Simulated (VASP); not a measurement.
Sn3Se, 4 atoms in the cell. Symmetry: Pm-3m, No. 221, cubic system. Conventional cell: a = 4.742 Å, b = 4.742 Å, c = 4.742 Å, α = 90.00°, β = 90.00°, γ = 90.00°. Sn (site symmetry 4/mmm) has 8 Sn at 3.35 Å and 4 Se at 3.35 Å within 4.4 Å. Se (site symmetry m-3m) has 12 Sn at 3.35 Å within 4.4 Å. 

```yaml
Program: VASP 6.6.1
Task: single point
Functional: PBE
Potentials_or_basis: VASP PAW PBE potentials, release 64 (Sn_d, Se)
Cutoff: 520 eV
k_mesh: 5 × 5 × 5
Occupations: fermi-dirac, width 0.05 eV
Spin: no spin polarisation
Dipole_correction: no
Further_INCAR_settings: ALGO = Normal; EDIFF = 1e-06; NBANDS = 32
```

Potentials or basis: VASP PAW PBE potentials, release 64 (Sn_d, Se).

Command:

```sh
$ cat potpaw_PBE.64/Sn_d/POTCAR potpaw_PBE.64/Se/POTCAR > POTCAR
$ mpirun -np 1 vasp_std > vasp.out
```

Hardware: 1 thread of Intel Xeon 8259CL (shared host).

How long does it take, and how much memory?

Wall time 38 s on 1 thread of Intel Xeon 8259CL, on a shared host, peak memory 0.21 GiB. Counts: scf iterations 13, k points 10.
